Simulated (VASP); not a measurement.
# AlGa3N4 (R3m) in VASP: a series of runs

AlGa3N4 is run at these levels: LDA; tasks: single point.

All numbers are computed with VASP 6.6.1; they aren't measurements. Logs are shortened: lines on timing, memory, paths and dates and some standing lists are left out, and cuts for length are marked.

**1. The cell of the first run**

The structure is trigonal, space group R3m (No. 160). The conventional cell has a = 6.114 Å, b = 6.114 Å, c = 8.025 Å, α = 90.00°, β = 90.00°, γ = 120.00°. Within 2.5 Å of Al (site symmetry 3m) lie 4 N at 1.85 to 1.97 Å. Ga (site symmetry m) has 4 N at 1.90 to 2.02 Å within 2.5 Å. N (site symmetry m) has 1 Al at 1.85 Å and 3 Ga at 1.90 to 2.02 Å within 2.5 Å. Within 2.5 Å of N (site symmetry 3m) lie 3 Ga at 1.90 Å and 1 Al at 1.97 Å.

**2. Single point, LDA**

Contents of INCAR:

```
SYSTEM = AlGa3N4
ALGO = Normal
EDIFF = 1E-6
ENCUT = 520
GGA = CA
ISIF = 2
ISMEAR = 0
LASPH = .TRUE.
LCHARG = .FALSE.
LREAL = .FALSE.
LWAVE = .FALSE.
NBANDS = 41
NELM = 80
PREC = Accurate
SIGMA = 0.05
```

Contents of KPOINTS:

```
k-points
0
G
  6 6 6
  0 0 0
```

Contents of POSCAR:

```
AlGa3N4
1.0
    4.4267521656      0.1033646631      0.1033646631
    0.1033646631      4.4267521656      0.1033646631
    0.1033646631      0.1033646631      4.4267521656
Al Ga N
1 3 4
Direct
    0.0000000000      0.0000000000      0.0000000000
    0.5000000000      0.5000000000      0.0000000000
    0.5000000000      0.0000000000      0.5000000000
    0.0000000000      0.5000000000      0.5000000000
    0.7548078379      0.7548078379      0.2451921621
    0.7548078379      0.2451921621      0.7548078379
    0.2451921621      0.7548078379      0.7548078379
    0.2451921621      0.2451921621      0.2451921621
```

Potentials or basis: VASP PAW LDA potentials, release 64 (Al, Ga_d, N).

On the command line:

```console
$ cat potpaw_LDA.64/Al/POTCAR potpaw_LDA.64/Ga_d/POTCAR potpaw_LDA.64/N/POTCAR > POTCAR
$ mpirun -np 1 vasp_std > vasp.out
```

OUTCAR:

```text
SYSTEM = AlGa3N4
   EDIFF = 1E-6
   ENCUT = 520
   GGA = CA
   ISIF = 2
   ISMEAR = 0
   LASPH = .TRUE.
   LREAL = .FALSE.
   NELM = 80
   PREC = Accurate

 ion  position               nearest neighbor table
   1  0.000  0.000  0.000-   6 1.85   7 1.85   5 1.85   8 1.97   3 3.06   4 3.06   2 3.06   4 3.06
                             2 3.06   3 3.06
   2  0.500  0.500  0.000-   6 1.90   7 1.90   8 1.90   5 2.02   1 3.06   1 3.06
   3  0.500  0.000  0.500-   5 1.90   7 1.90   8 1.90   6 2.02   1 3.06   1 3.06
   4  0.000  0.500  0.500-   5 1.90   6 1.90   8 1.90   7 2.02   1 3.06   1 3.06
   5  0.755  0.755  0.245-   1 1.85   3 1.90   4 1.90   2 2.02
   6  0.755  0.245  0.755-   1 1.85   2 1.90   4 1.90   3 2.02
   7  0.245  0.755  0.755-   1 1.85   2 1.90   3 1.90   4 2.02
   8  0.245  0.245  0.245-   3 1.90   4 1.90   2 1.90   1 1.97

  LATTYP: Found a trigonal (rhomboedric) cell.
 ALAT       =     4.4291650729
 COS(alpha) =     0.0471937603

  Lattice vectors:

 A1 = (   4.4267521656,   0.1033646631,   0.1033646631)
 A2 = (   0.1033646631,   4.4267521656,   0.1033646631)
 A3 = (   0.1033646631,   0.1033646631,   4.4267521656)

Analysis of symmetry for initial positions (statically):
=====================================================================
 Subroutine PRICEL returns:
 Original cell was already a primitive cell.

 Routine SETGRP: Setting up the symmetry group for a
 trigonal (rhombohedral) supercell.

 Subroutine GETGRP returns: Found  6 space group operations
 (whereof  6 operations were pure point group operations)
 out of a pool of 12 trial point group operations.

The static configuration has the point symmetry C_3v.

Analysis of symmetry for dynamics (positions and initial velocities):
=====================================================================
 Subroutine PRICEL returns:
 Original cell was already a primitive cell.

 Routine SETGRP: Setting up the symmetry group for a
 trigonal (rhombohedral) supercell.

 Subroutine GETGRP returns: Found  6 space group operations
 (whereof  6 operations were pure point group operations)
 out of a pool of 12 trial point group operations.

The dynamic configuration has the point symmetry C_3v.

 Subroutine INISYM returns: Found  6 space group operations
 (whereof  6 operations are pure point group operations),
 and found     1 'primitive' translations

----------------------------------------------------------------------------------------

                                     Primitive cell

  volume of cell :      86.6076

  direct lattice vectors                    reciprocal lattice vectors
     4.426752166  0.103364663  0.103364663     0.226140218 -0.005159891 -0.005159891
     0.103364663  4.426752166  0.103364663    -0.005159891  0.226140218 -0.005159891
     0.103364663  0.103364663  4.426752166    -0.005159891 -0.005159891  0.226140218

  length of vectors
     4.429165073  4.429165073  4.429165073     0.226257922  0.226257922  0.226257922

  position of ions in fractional coordinates (direct lattice)
     0.000000000  0.000000000  0.000000000
     0.500000000  0.500000000  0.000000000
     0.500000000  0.000000000  0.500000000
     0.000000000  0.500000000  0.500000000
     0.754807838  0.754807838  0.245192162
     0.754807838  0.245192162  0.754807838
     0.245192162  0.754807838  0.754807838
     0.245192162  0.245192162  0.245192162

  ion indices of the primitive-cell ions
   primitive index   ion index
                 1           1
                 2           2
                 3           3
                 4           4
                 5           5
                 6           6
                 7           7
                 8           8

----------------------------------------------------------------------------------------

 KPOINTS: k-points

Automatic generation of k-mesh.
 Grid dimensions read from file:
 generate k-points for:    6    6    6

 Generating k-lattice:

  Cartesian coordinates                     Fractional coordinates (reciprocal lattice)
     0.037690036 -0.000859982 -0.000859982     0.166666667  0.000000000  0.000000000
    -0.000859982  0.037690036 -0.000859982     0.000000000  0.166666667  0.000000000
    -0.000859982 -0.000859982  0.037690036     0.000000000  0.000000000  0.166666667

  Length of vectors
     0.037709654  0.037709654  0.037709654

  Shift w.r.t. Gamma in fractional coordinates (k-lattice)
     0.000000000  0.000000000  0.000000000

 Subroutine IBZKPT returns following result:
 ===========================================

 Found     32 irreducible k-points:

 Following reciprocal coordinates:
            Coordinates               Weight
  0.000000  0.000000  0.000000      1.000000
  0.166667 -0.000000 -0.000000      6.000000
  0.333333  0.000000  0.000000      6.000000
  0.500000 -0.000000 -0.000000      3.000000
  0.166667  0.166667 -0.000000      6.000000
  0.333333  0.166667  0.000000     12.000000
[... 16 lines left out ...]
  0.500000  0.500000  0.166667      6.000000
 -0.333333  0.500000  0.166667     12.000000
 [... further k-points ...]
   k-points           NKPTS =     32   k-points in BZ     NKDIM =     32   number of bands    NBANDS=     41
   number of dos      NEDOS =    301   number of ions     NIONS =      8
   total plane-waves  NPLWV =  46656
   dimension x,y,z NGX =    36 NGY =   36 NGZ =   36
   dimension x,y,z NGXF=    72 NGYF=   72 NGZF=   72
   ions per type =               1   3   4
   NGX,Y,Z   is equivalent  to a cutoff of  13.51, 13.51, 13.51 a.u.
   NGXF,Y,Z  is equivalent  to a cutoff of  27.02, 27.02, 27.02 a.u.
 SYSTEM =  AlGa3N4
   PREC   = accura    normal or accurate (medium, high low for compatibility)
   ISTART =      0    job   : 0-new  1-cont  2-samecut
   ICHARG =      2    charge: 1-file 2-atom 10-const
   ISPIN  =      1    spin polarized calculation?
   LNONCOLLINEAR =      F non collinear calculations
   LSORBIT =      F    spin-orbit coupling
   LASPH  =      T    aspherical Exc in radial PAW
   ENCUT  =  520.0 eV  38.22 Ry    6.18 a.u.   8.24  8.24  8.24*2*pi/ulx,y,z
   NELM   =     80;   NELMIN=  2; NELMDL= -5     # of ELM steps
   EDIFF  = 0.1E-05   stopping-criterion for ELM
   LREAL  =      F    real-space projection
   EDIFFG = 0.1E-04   stopping-criterion for IOM
   NSW    =      0    number of steps for IOM
   IBRION =     -1    ionic relax: 0-MD 1-quasi-New 2-CG
   NFREE  =      0    steps in history (QN), initial steepest desc. (CG)
   ISIF   =      2    stress and relaxation
   ISYM   =      2    0-nonsym 1-usesym 2-fastsym
   POTIM  = 0.5000    time-step for ionic-motion
   TEBEG  =    0.0;   TEEND  =   0.0 temperature during run
   PSTRESS=    0.0 pullay stress
   NELECT =      62.0000    total number of electrons
   NUPDOWN=      -1.0000    fix difference up-down
   EMIN   =  10.00;   EMAX   =-10.00  energy-range for DOS
   EFERMI =   0.00;   METHOD = LEGACY
   ISMEAR =     0;   SIGMA  =   0.05  broadening in eV -4-tet -1-fermi 0-gaus
   EFERMI_NEDOS =   21; number of points for ismear=-14 and -15
   IALGO  =     38    algorithm
   IMIX   =      4    mixing-type and parameters
     AMIX     =   0.40;   BMIX     =  1.00
     AMIX_MAG =   1.60;   BMIX_MAG =  1.00
  volume/ion in A,a.u.               =      10.83        73.06
  Fermi-wavevector in a.u.,A,eV,Ry     =   1.464491  2.767487 29.180890  2.144735
  Thomas-Fermi vector in A             =   2.580461
   LORBIT       =      0    0 simple, 1 ext, 2 COOP (PROOUT), +10 PAW based schemes
   GGA     = CA    functional components
   LHFCALC =     F    Hartree Fock is set to
   AEXX    =    0.0000 exact exchange contribution
   IVDW    =     0    specifies the selected vdW correction
   LEPSILON=     F    determine dielectric tensor
   LRPA    =     F    only Hartree local field effects (RPA)
 non-spin polarized calculation
 Gauss-broadening in eV      SIGMA  =   0.05
  energy-cutoff  :      520.00
  volume of cell :       86.61
 maximum number of plane-waves:      2346
 NGX is ok and might be reduce to    36
   NGX = 17   NGY = 17   NGZ = 17

 number of electron      61.9999966 magnetization

 Free energy of the ion-electron system (eV)
  ---------------------------------------------------
  ext. energy  EPLUGINS =         0.00000000
  ---------------------------------------------------
  free energy    TOTEN  =       -57.83774950 eV

  energy without entropy =      -57.83774950  energy(sigma->0) =      -57.83774950

 E-fermi :   5.8427     XC(G=0): -12.0875

 val. band max:        5.6171383292   @ k =   0.0000   0.0000   0.0000
 cond. band min:       7.9391410667   @ k =   0.0000   0.0000   0.0000
 fundamental gap:      2.3220027375
 Fermi energy:         5.8426679947

 k-point     1 :       0.0000    0.0000    0.0000
  band No.  band energies     occupation
      1     -10.3180      2.00000
      2      -9.0916      2.00000
      3      -8.9864      2.00000
      4      -8.9864      2.00000
      5      -7.8000      2.00000
      6      -7.7720      2.00000
[... 33 lines left out ...]
     40      16.9917      0.00000
     41      17.5023      0.00000

 k-point     2 :       0.1667   -0.0000   -0.0000
  band No.  band energies     occupation
      1     -10.2001      2.00000
      2      -9.1050      2.00000
      3      -9.0074      2.00000
      4      -8.9869      2.00000
      5      -7.7914      2.00000
      6      -7.7687      2.00000
[... 33 lines left out ...]
     40      16.6826      0.00000
     41      17.3448      0.00000

 k-point     3 :       0.3333    0.0000    0.0000
  band No.  band energies     occupation
      1      -9.8849      2.00000
      2      -9.1988      2.00000
      3      -9.0448      2.00000
      4      -8.9879      2.00000
      5      -7.7627      2.00000
      6      -7.7549      2.00000
[... 875 lines left out ...]
      2      -9.2546      2.00000
      3      -9.1120      2.00000
      4      -9.1046      2.00000
      5      -7.7706      2.00000
      6      -7.7596      2.00000
[... 33 lines left out ...]
     40      15.7232      0.00000
     41      15.7740      0.00000

 k-point    24 :      -0.3333    0.5000    0.1667
  band No.  band energies     occupation
      1      -9.3983      2.00000
      2      -9.2423      2.00000
      3      -9.1261      2.00000
      4      -9.0697      2.00000
      5      -7.7736      2.00000
      6      -7.7536      2.00000
[... 33 lines left out ...]
     40      15.5997      0.00000
     41      15.8505      0.00000

 [... further k-points ...]

------------------------ aborting loop because EDIFF is reached ----------------------------------------

  FORCE on cell =-STRESS in cart. coord.  units (eV):
  Direction    XX          YY          ZZ          XY          YZ          ZX
  --------------------------------------------------------------------------------------
  -------------------------------------------------------------------------------------
  Total        1.4336190      1.4336190      1.4336190     -5.0876887     -5.0876887     -5.0876887
  in kB       26.5209193     26.5209193     26.5209193    -94.1185769    -94.1185769    -94.1185769
  external PRESSURE =      26.5209193 kB  Pullay stress =       0.0000000 kB

 VOLUME and BASIS-vectors are now :
 -----------------------------------------------------------------------------
  energy-cutoff  :      520.00
  volume of cell :       86.61
      direct lattice vectors                 reciprocal lattice vectors
     4.426752166  0.103364663  0.103364663     0.226140218 -0.005159891 -0.005159891
     0.103364663  4.426752166  0.103364663    -0.005159891  0.226140218 -0.005159891
     0.103364663  0.103364663  4.426752166    -0.005159891 -0.005159891  0.226140218

 POSITION                                       TOTAL-FORCE (eV/Angst)
 -----------------------------------------------------------------------------------
      0.00000      0.00000      0.00000         0.325766      0.325766      0.325766
      2.26506      2.26506      0.10336         0.334821      0.334821      0.319564
      2.26506      0.10336      2.26506         0.334821      0.319564      0.334821
      0.10336      2.26506      2.26506         0.319564      0.334821      0.334821
      3.44471      3.44471      1.24145        -0.303699     -0.303699     -0.314363
      3.44471      1.24145      3.44471        -0.303699     -0.314363     -0.303699
      1.24145      3.44471      3.44471        -0.314363     -0.303699     -0.303699
      1.13609      1.13609      1.13609        -0.393212     -0.393212     -0.393212
 -----------------------------------------------------------------------------------
    total drift:                                0.000613      0.000613      0.000613

  FREE ENERGIE OF THE ION-ELECTRON SYSTEM (eV)
  ---------------------------------------------------
  free  energy   TOTEN  =       -57.8377494972 eV

  energy  without entropy=      -57.8377494972  energy(sigma->0) =      -57.83774950
```

It took 2.3 min on 1 thread of Intel Xeon 8259CL, shared host; peak memory 0.23 GiB.

What came out:

| Quantity | Value |
| --- | --- |
| Free energy | -57.8377 eV |
| Pressure | 2.7 GPa |
| Largest force | 0.681 eV/Å |
| Band gap on the k mesh | 2.32 eV |

Forces on the atoms (eV/Å):
```
Al   0.326  0.326  0.326
Ga   0.335  0.335  0.320
Ga   0.335  0.320  0.335
Ga   0.320  0.335  0.335
N   -0.304 -0.304 -0.314
N   -0.304 -0.314 -0.304
N   -0.314 -0.304 -0.304
N   -0.393 -0.393 -0.393
```

Stress tensor (GPa, compression positive):
```
 2.65 -9.41 -9.41
-9.41  2.65 -9.41
-9.41 -9.41  2.65
```

(Continued in part 2 of 2.)
